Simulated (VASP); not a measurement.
# Ge (Fd-3m) in VASP: a series of runs

The runs below take Ge through relaxation of cell and atoms, with r2SCAN.

All numbers are computed with VASP 6.6.1; they aren't measurements. Logs are shortened: lines on timing, memory, paths and dates and some standing lists are left out, and cuts for length are marked.

**1. The cell of the first run**

It takes space group Fd-3m (No. 227, cubic). The conventional cell has a = 5.694 Å, b = 5.694 Å, c = 5.694 Å, α = 90.00°, β = 90.00°, γ = 90.00°. Ge (site symmetry -43m) has 4 Ge at 2.47 Å within 3.3 Å.

**2. Relaxation of cell and atoms, r2SCAN, target pressure -1 GPa, at which the enthalpy is minimised**

POSCAR

```
Ge
1.0
    0.0000000000      2.8467948507      2.8467948507
    2.8467948507      0.0000000000      2.8467948507
    2.8467948507      2.8467948507      0.0000000000
Ge
2
Direct
    0.5000000000      0.5000000000      0.5000000000
    0.7500000000      0.7500000000      0.7500000000
```

INCAR.step1

```
PREC = Accurate
ENCUT = 550
ISMEAR = 0
SIGMA = 0.02
LREAL = F
LASPH = T
NELM = 120
GGA = PE
ALGO = Normal
EDIFF = 1E-5
LWAVE = T
LCHARG = F
GGA_COMPAT = F
IBRION = 2
ISIF = 3
EDIFFG = -0.005
NELMIN = 4
NSW = 100
```

INCAR.step2

```
PREC = Accurate
ENCUT = 550
EDIFF = 1E-7
ISMEAR = 0
SIGMA = 0.02
LREAL = F
LASPH = T
NELM = 120
ALGO = Normal
ISIF = 3
LWAVE = F
LCHARG = F
METAGGA = R2SCAN
LMIXTAU = T
IBRION = 2
NSW = 70
EDIFFG = -0.008
PSTRESS = -10.0
ISTART = 1
GGA_COMPAT = F
NELMIN = 4
```

KPOINTS

```
regular mesh
0
Gamma
  12 12 12
```

Potentials or basis: VASP PAW PBE potentials, release 64 (Ge_d).

Started as:

```
$ cat potpaw_PBE.64/Ge_d/POTCAR > POTCAR
$ cp INCAR.step1 INCAR
$ mpirun -np 1 vasp_std > vasp.out
$ cp INCAR.step2 INCAR
$ mpirun -np 1 vasp_std > vasp.out
```

OUTCAR:

```text
PREC = Accurate
   ENCUT = 550
   EDIFF = 1E-7
   ISMEAR = 0
   LREAL = F
   LASPH = T
   NELM = 120
   ISIF = 3
   METAGGA = R2SCAN
   IBRION = 2
   NSW = 70
   EDIFFG = -0.008
   PSTRESS = -10.0
   ISTART = 1
   NELMIN = 4

 ion  position               nearest neighbor table
   1  0.500  0.500  0.500-   2 2.47   2 2.47   2 2.47   2 2.47
   2  0.750  0.750  0.750-   1 2.47   1 2.47   1 2.47   1 2.47

  LATTYP: Found a face centered cubic cell.
 ALAT       =     5.6935897014

  Lattice vectors:

 A1 = (   0.0000000000,   2.8467948507,   2.8467948507)
 A2 = (   2.8467948507,   0.0000000000,   2.8467948507)
 A3 = (   2.8467948507,   2.8467948507,   0.0000000000)

Analysis of symmetry for initial positions (statically):
=====================================================================
 Subroutine PRICEL returns:
 Original cell was already a primitive cell.

 Routine SETGRP: Setting up the symmetry group for a
 face centered cubic supercell.

 Subroutine GETGRP returns: Found 48 space group operations
 (whereof 24 operations were pure point group operations)
 out of a pool of 48 trial point group operations.

The static configuration has the point symmetry T_d .
 The point group associated with its full space group is O_h .

Analysis of symmetry for dynamics (positions and initial velocities):
=====================================================================
 Subroutine PRICEL returns:
 Original cell was already a primitive cell.

 Routine SETGRP: Setting up the symmetry group for a
 face centered cubic supercell.

 Subroutine GETGRP returns: Found 48 space group operations
 (whereof 24 operations were pure point group operations)
 out of a pool of 48 trial point group operations.

The dynamic configuration has the point symmetry T_d .
 The point group associated with its full space group is O_h .

 Subroutine INISYM returns: Found 48 space group operations
 (whereof 24 operations are pure point group operations),
 and found     1 'primitive' translations

----------------------------------------------------------------------------------------

                                     Primitive cell

  volume of cell :      46.1422

[... 84 lines left out ...]
   LSORBIT =      F    spin-orbit coupling
   LASPH  =      T    aspherical Exc in radial PAW
   ENCUT  =  550.0 eV  40.42 Ry    6.36 a.u.   7.70  7.70  7.70*2*pi/ulx,y,z
   NELM   =    120;   NELMIN=  4; NELMDL=  0     # of ELM steps
   EDIFF  = 0.1E-06   stopping-criterion for ELM
   LREAL  =      F    real-space projection
   EDIFFG = -.8E-02   stopping-criterion for IOM
   NSW    =     70    number of steps for IOM
   IBRION =      2    ionic relax: 0-MD 1-quasi-New 2-CG
   NFREE  =      1    steps in history (QN), initial steepest desc. (CG)
   ISIF   =      3    stress and relaxation
   ISYM   =      2    0-nonsym 1-usesym 2-fastsym
   POTIM  = 0.5000    time-step for ionic-motion
   TEBEG  =    0.0;   TEEND  =   0.0 temperature during run
   PSTRESS=  -10.0 pullay stress
   NELECT =      28.0000    total number of electrons
   NUPDOWN=      -1.0000    fix difference up-down
   EMIN   =  10.00;   EMAX   =-10.00  energy-range for DOS
   EFERMI =   0.00;   METHOD = LEGACY
   ISMEAR =     0;   SIGMA  =   0.02  broadening in eV -4-tet -1-fermi 0-gaus
   EFERMI_NEDOS =   21; number of points for ismear=-14 and -15
   IALGO  =     38    algorithm
   IMIX   =      4    mixing-type and parameters
     AMIX     =   0.40;   BMIX     =  1.00
     AMIX_MAG =   1.60;   BMIX_MAG =  1.00
  volume/ion in A,a.u.               =      23.07       155.69
  Fermi-wavevector in a.u.,A,eV,Ry     =   1.385994  2.619149 26.136510  1.920979
  Thomas-Fermi vector in A             =   2.510352
   LORBIT       =      0    0 simple, 1 ext, 2 COOP (PROOUT), +10 PAW based schemes
   METAGGA = R2SCAN    functional components
   LHFCALC =     F    Hartree Fock is set to
   AEXX    =    0.0000 exact exchange contribution
   IVDW    =     0    specifies the selected vdW correction
   LEPSILON=     F    determine dielectric tensor
   LRPA    =     F    only Hartree local field effects (RPA)
 conjugate gradient relaxation of ions
 non-spin polarized calculation
 Gauss-broadening in eV      SIGMA  =   0.02
  energy-cutoff  :      550.00
  volume of cell :       46.14
 maximum number of plane-waves:      1369
   NGX = 15   NGY = 15   NGZ = 15

--------------------------------------- Ionic step        1  -------------------------------------------

 number of electron      28.0000025 magnetization

 Free energy of the ion-electron system (eV)
  ---------------------------------------------------
  ext. energy  EPLUGINS =         0.00000000
  ---------------------------------------------------
  free energy    TOTEN  =       -27.74445353 eV

  energy without entropy =      -27.74445353  energy(sigma->0) =      -27.74445353

------------------------ aborting loop because EDIFF is reached ----------------------------------------

  FORCE on cell =-STRESS in cart. coord.  units (eV):
  Direction    XX          YY          ZZ          XY          YZ          ZX
  --------------------------------------------------------------------------------------
  -------------------------------------------------------------------------------------
  Total       -0.1610983     -0.1610983     -0.1610983      0.0000000      0.0000000      0.0000000
  in kB       -5.5937483     -5.5937483     -5.5937483      0.0000000      0.0000000      0.0000000
  external PRESSURE =       4.4062517 kB  Pullay stress =     -10.0000000 kB
[... 63 lines left out ...]
--------------------------------------- Ionic step        3  -------------------------------------------

 number of electron      28.0000027 magnetization

 Free energy of the ion-electron system (eV)
  ---------------------------------------------------
  ext. energy  EPLUGINS =         0.00000000
  ---------------------------------------------------
  free energy    TOTEN  =       -27.74309320 eV

  energy without entropy =      -27.74309320  energy(sigma->0) =      -27.74309320

 E-fermi :   4.6452     XC(G=0): -10.6904

 val. band max:        4.5589259023   @ k =   0.0000   0.0000   0.0000
 cond. band min:       4.7250851820   @ k =   0.0000   0.0000   0.0000
 fundamental gap:      0.1661592797
 Fermi energy:         4.6452238685

 k-point     1 :       0.0000    0.0000    0.0000
  band No.  band energies     occupation
      1     -20.9009      2.00000
      2     -20.9009      2.00000
      3     -20.9009      2.00000
      4     -20.8634      2.00000
      5     -20.8634      2.00000
      6     -20.6593      2.00000
[... 481 lines left out ...]
      5     -20.8026      2.00000
      6     -20.7140      2.00000
[... 10 lines left out ...]
     17       9.5354      0.00000
     18      12.4978      0.00000

 [... further k-points ...]
[... 5 lines left out ...]
  --------------------------------------------------------------------------------------
  -------------------------------------------------------------------------------------
  Total       -0.2843130     -0.2843130     -0.2843130      0.0000000      0.0000000     -0.0000000
  in kB       -9.8133258     -9.8133258     -9.8133258      0.0000000      0.0000000     -0.0000000
  external PRESSURE =       0.1866742 kB  Pullay stress =     -10.0000000 kB
[... 21 lines left out ...]
  energy  without entropy=      -27.7430931958  energy(sigma->0) =      -27.74309320

  enthalpy is  TOTEN    =       -28.0328145895 eV   P V=       -0.2897213937

 reached required accuracy - stopping structural energy minimisation
```

OSZICAR.step1:

```text
N       E                     dE             d eps       ncg     rms          rms(c)
DAV:   1     0.169919745273E+03    0.16992E+03   -0.16145E+04  2644   0.436E+03
DAV:   2     0.125318447133E+02   -0.15739E+03   -0.15467E+03  2600   0.547E+02
[... 123 lines left out ...]
  19 F= -.90359070E+01 E0= -.90358917E+01  d E =-.794863E-05
       N       E                     dE             d eps       ncg     rms          rms(c)
DAV:   1    -0.903591428974E+01   -0.72806E-05   -0.47148E-05  2776   0.140E-01    0.107E-02
DAV:   2    -0.903591122964E+01    0.30601E-05   -0.41933E-06  1296   0.461E-02    0.530E-03
DAV:   3    -0.903591044732E+01    0.78232E-06   -0.27989E-06  1296   0.267E-02    0.981E-04
DAV:   4    -0.903591050904E+01   -0.61724E-07   -0.48331E-07  1296   0.852E-03
  20 F= -.90359105E+01 E0= -.90358953E+01  d E =-.114338E-04
```

It took 7 min on 1 thread of Intel Xeon 6975P-C (Granite Rapids), shared host; peak memory 0.22 GiB.

What came out:

- Free energy: -27.7431 eV
- Relaxed volume: 23.21 Å³/atom
- Relaxed cell: a = 4.034 Å, b = 4.034 Å, c = 4.034 Å, α = 60.00°, β = 60.00°, γ = 60.00°
- Space group after relaxing (to 0.1 Å): Fd-3m (No. 227)
- Energy change on relaxing (the run minimises the enthalpy): +0.7 meV/atom
- Ionic steps: 3
- Pressure after relaxing: -1.0 GPa
- Band gap on the k mesh: 0.17 eV

Step by step:
| step | energy change (eV) | largest force (eV/Å) | pressure (GPa) | volume (Å³) |
| --- | --- | --- | --- | --- |
| 1 | 0.0000 | 0.0000 | -0.56 | 46.14 |
| 2 | 0.0024 | 0.0000 | -1.18 | 46.57 |
| 3 | 0.0014 | 0.0000 | -0.98 | 46.42 |

Final structure:
```xyz
2
Lattice="0.0000 2.8525 2.8525 2.8525 0.0000 2.8525 2.8525 2.8525 0.0000" Properties=species:S:1:pos:R:3 pbc="T T T"
Ge    2.8525    2.8525    2.8525
Ge    4.2787    4.2787    4.2787
```

Caveat: the cell is relaxed towards a set pressure, so the run minimises the enthalpy, not the energy; the PAW data sets were made with another functional, which shifts forces and pressure a little. A k mesh can miss the band edges.

**3. Relaxation of cell and atoms, r2SCAN, target pressure 90 GPa, at which the enthalpy is minimised**

This run uses another cell than the first one, of 15.17 Å³/atom.

POSCAR

```
Ge
1.0
    0.0000000000      2.4755750405      2.4755750405
    2.4755750405      0.0000000000      2.4755750405
    2.4755750405      2.4755750405      0.0000000000
Ge
2
Direct
    0.5000000000      0.5000000000      0.5000000000
    0.7500000000      0.7500000000      0.7500000000
```

INCAR.step1

```
SYSTEM = Ge
ALGO = Normal
EDIFF = 1E-5
EDIFFG = -0.005
ENCUT = 550
GGA = PE
GGA_COMPAT = .False.
IBRION = 2
ISIF = 3
ISMEAR = 0
LASPH = .True.
LCHARG = .False.
LREAL = .False.
LWAVE = .True.
NELM = 120
NELMIN = 4
NSW = 100
PREC = Accurate
SIGMA = 0.01
```

INCAR.step2

```
SYSTEM = Ge
ALGO = Normal
EDIFF = 1E-7
EDIFFG = -0.008
ENCUT = 550
GGA_COMPAT = .False.
IBRION = 2
ISIF = 3
ISMEAR = 0
ISTART = 1
LASPH = .True.
LCHARG = .False.
LMIXTAU = .True.
LREAL = .False.
LWAVE = .False.
METAGGA = R2SCAN
NELM = 120
NELMIN = 4
NSW = 70
PREC = Accurate
PSTRESS = 900.0
SIGMA = 0.01
```

KPOINTS

```
k-points
0
Gamma
  12 12 12
  0 0 0
```

Potentials or basis: VASP PAW PBE potentials, release 64 (Ge_d).

Started as:

```
$ cat potpaw_PBE.64/Ge_d/POTCAR > POTCAR
$ cp INCAR.step1 INCAR
$ mpirun -np 1 vasp_std > vasp.out
$ cp INCAR.step2 INCAR
$ mpirun -np 1 vasp_std > vasp.out
```

Run time: 27 min. Hardware: 1 thread of Intel Xeon Platinum 8259CL at 2.50GHz (Skylake/Cascade Lake), shared host; peak memory 0.19 GiB.

The run converged. Its results:

* Free energy: -24.6298 eV
* Relaxed volume: 14.54 Å³/atom
* Relaxed cell: a = 3.452 Å, b = 3.452 Å, c = 3.452 Å, α = 60.00°, β = 60.00°, γ = 60.00°
* Space group after relaxing (to 0.1 Å): Fd-3m (No. 227)
* Energy change on relaxing (the run minimises the enthalpy): +322.6 meV/atom
* Ionic steps: 7
* Pressure after relaxing: 90.0 GPa
* Band gap on the k mesh: zero (bands 14 and 15 overlap by 0.18 eV)

The path:
| step | energy change (eV) | largest force (eV/Å) | pressure (GPa) | volume (Å³) |
| --- | --- | --- | --- | --- |
| 1 | 0.0000 | 0.0000 | 74.39 | 30.34 |
| 2 | 4.5765 | 0.0000 | 185.70 | 24.30 |
| 3 | 0.5909 | 0.0000 | 88.71 | 29.18 |
| 4 | 0.6369 | 0.0000 | 89.81 | 29.10 |
| 5 | 0.6507 | 0.0000 | 90.13 | 29.07 |
| 6 | 0.6268 | 0.0000 | 89.58 | 29.11 |
| 7 | 0.6453 | 0.0000 | 90.00 | 29.08 |

Final structure:
```
Ge
1.0
     0.00000    2.44079    2.44079
     2.44079    0.00000    2.44079
     2.44079    2.44079    0.00000
Ge
2
Cartesian
  2.4408 2.4408 2.4408
  3.6612 3.6612 3.6612
```

Levels at points of the mesh, in eV from the Fermi level:
```csv
k point,band 12,band 13,band 14,band 15,band 16,band 17
"(0.00, 0.00, 0.00)",0.18,0.18,0.18,2.80,2.80,2.80
"(0.50, 0.00, 0.00)",-10.91,-2.25,-2.25,2.37,4.03,4.03
"(0.50, 0.50, 0.00)",-11.50,-5.17,-5.17,0.18,0.18,14.48
```

Caveat: the cell is relaxed towards a set pressure, so the run minimises the enthalpy, not the energy; semilocal functionals underestimate gaps, so a narrow gap can read as zero; the PAW data sets were made with another functional, which shifts forces and pressure a little.

**4. Relaxation of cell and atoms, r2SCAN, target pressure 50 GPa, at which the enthalpy is minimised**

This run uses another cell than the first one, of 17.04 Å³/atom.

POSCAR

```
Ge
1.0
    0.0000000000      2.5730707056      2.5730707056
    2.5730707056      0.0000000000      2.5730707056
    2.5730707056      2.5730707056      0.0000000000
Ge
2
Direct
    0.5000000000      0.5000000000      0.5000000000
    0.7500000000      0.7500000000      0.7500000000
```

INCAR.step1

```
  PREC = Accurate
  ENCUT = 550
  ISMEAR = 0
  SIGMA = 0.02
  LREAL = False
  LASPH = True
  NELM = 120
  GGA = PE
  ALGO = Normal
  EDIFF = 1E-5
  LWAVE = True
  LCHARG = False
  GGA_COMPAT = False
  IBRION = 2
  ISIF = 3
  EDIFFG = -0.005
  NELMIN = 4
  NSW = 100
```

INCAR.step2

```
  PREC = Accurate
  ENCUT = 550
  EDIFF = 1E-7
  ISMEAR = 0
  SIGMA = 0.02
  LREAL = False
  LASPH = True
  NELM = 120
  ALGO = Normal
  ISIF = 3
  LWAVE = False
  LCHARG = False
  METAGGA = R2SCAN
  LMIXTAU = True
  IBRION = 2
  NSW = 70
  EDIFFG = -0.008
  PSTRESS = 500.0
  ISTART = 1
  GGA_COMPAT = False
  NELMIN = 4
```

KPOINTS

```
regular mesh
0
Gamma
  12 12 12
```

Started as:

```
$ cat potpaw_PBE.64/Ge_d/POTCAR > POTCAR
$ cp INCAR.step1 INCAR
$ mpirun -np 1 vasp_std > vasp.out
$ cp INCAR.step2 INCAR
$ mpirun -np 1 vasp_std > vasp.out
```

Wall time 26 min (1 thread of Intel Xeon Platinum 8259CL at 2.50GHz (Skylake/Cascade Lake), shared host); peak memory 0.19 GiB.

The run converged. Its results:

- Free energy: -26.2610 eV
- Relaxed volume: 16.46 Å³/atom
- Relaxed cell: a = 3.597 Å, b = 3.597 Å, c = 3.597 Å, α = 60.00°, β = 60.00°, γ = 60.00°
- Space group after relaxing (to 0.1 Å): Fd-3m (No. 227)
- Energy change on relaxing (the run minimises the enthalpy): +165.0 meV/atom
- Ionic steps: 4
- Pressure after relaxing: 50.0 GPa
- Band gap on the k mesh: 0.17 eV (least direct gap 2.71 eV)

Step by step:
| step | energy change (eV) | largest force (eV/Å) | pressure (GPa) | volume (Å³) |
| --- | --- | --- | --- | --- |
| 1 | 0.0000 | 0.0000 | 41.40 | 34.07 |
| 2 | 1.5998 | 0.0000 | 81.28 | 29.76 |
| 3 | 0.3170 | 0.0000 | 49.64 | 32.95 |
| 4 | 0.3300 | 0.0000 | 49.96 | 32.91 |

Final structure:
```xyz
2
Lattice="0.0000 2.5435 2.5435 2.5435 0.0000 2.5435 2.5435 2.5435 0.0000" Properties=species:S:1:pos:R:3 pbc="T T T"
Ge    2.5435    2.5435    2.5435
Ge    3.8153    3.8153    3.8153
```

Levels at points of the mesh, in eV from the valence-band top:
| k point | band 11 | band 12 | band 13 | band 14 | band 15 | band 16 | band 17 | band 18 |
| --- | --- | --- | --- | --- | --- | --- | --- | --- |
| (0.00, 0.00, 0.00) | -16.34 | 0.00 | 0.00 | 0.00 | 2.71 | 2.71 | 2.71 | 3.76 |
| (0.50, 0.00, 0.00) | -13.17 | -9.96 | -2.11 | -2.11 | 1.66 | 3.97 | 3.97 | 7.64 |
| (0.50, 0.50, 0.00) | -10.83 | -10.83 | -4.64 | -4.64 | 0.36 | 0.36 | 13.06 | 13.06 |

Caveat: the cell is relaxed towards a set pressure, so the run minimises the enthalpy, not the energy; the PAW data sets were made with another functional, which shifts forces and pressure a little.

(Continued in part 2 of 2.)
